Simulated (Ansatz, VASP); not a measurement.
## Sr: VASP beside Ansatz

```xyz
2
Lattice="4.4178 0.0000 0.0000 -2.2089 3.8259 0.0000 0.0000 0.0000 7.0500" Properties=species:S:1:pos:R:3 pbc="T T T"
Sr    0.0000    2.5506    1.7625
Sr    2.2089    1.2753    5.2875
```

Change from the starting cell: strain +0.025 along x and y, +0.000 along z, atoms carried along.

Alike in both runs: task single point; functional r2SCAN; k mesh 12 × 12 × 8; occupations gaussian, width 0.15 eV; no spin polarisation.

```csv
,VASP,Ansatz
version,VASP 6.6.1,Ansatz 0.2.0
potentials or method,"VASP PAW PBE potentials, release 64 (Sr_sv), cutoff 520 eV","scalar-relativistic, plane waves, PAW"
valence electrons in the cell,20,20
```

```tsv
	VASP	Ansatz	Ansatz less VASP
gap on the k mesh at the Fermi level (eV)	none	none	-
pressure (GPa)	-0.4	-0.4	-0.01
traceless stress, the component that is largest in VASP (GPa)	0.40	0.40	-0.003
```

VASP's potentials were made for PBE, not for r2SCAN. A gap of «none» marks a metal or a gap that the smearing closes.
